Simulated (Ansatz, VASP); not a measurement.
Cd: VASP beside Ansatz

```xyz
4
Lattice="3.3967 0.0000 0.0000 -1.6984 2.9417 0.0000 0.0000 0.0000 11.1494" Properties=species:S:1:pos:R:3 pbc="T T T"
Cd    0.0000    0.0000    0.0000
Cd    0.0000    1.9611    2.7874
Cd    0.0000    0.0000    5.5747
Cd    1.6984    0.9806    8.3621
```

Alike in both runs: task single point; functional PBE; k mesh 6 × 6 × 2; occupations gaussian, width 0.1 eV; no spin polarisation.

|  | VASP | Ansatz |
| --- | --- | --- |
| version | VASP 6.6.1 | Ansatz 0.2.0 |
| potentials or method | VASP PAW PBE potentials, release 64 (Cd), cutoff 520 eV | scalar-relativistic, plane waves, PAW |
| valence electrons in the cell | 48 | 80 |

Ansatz gave:

- gap on the k mesh at the Fermi level (eV): none
- pressure (GPa): -3.7
- traceless stress, the component that is largest in VASP (GPa): 1.54

What did VASP give for the same quantities?

gap on the k mesh at the Fermi level (eV): none; pressure (GPa): -3.6; traceless stress, the component that is largest in VASP (GPa): 1.51.

A gap of «none» marks a metal or a gap that the smearing closes. VASP's potentials hold 48 valence electrons a cell and Ansatz's 80, so a difference there can come from the potentials and not from the codes.
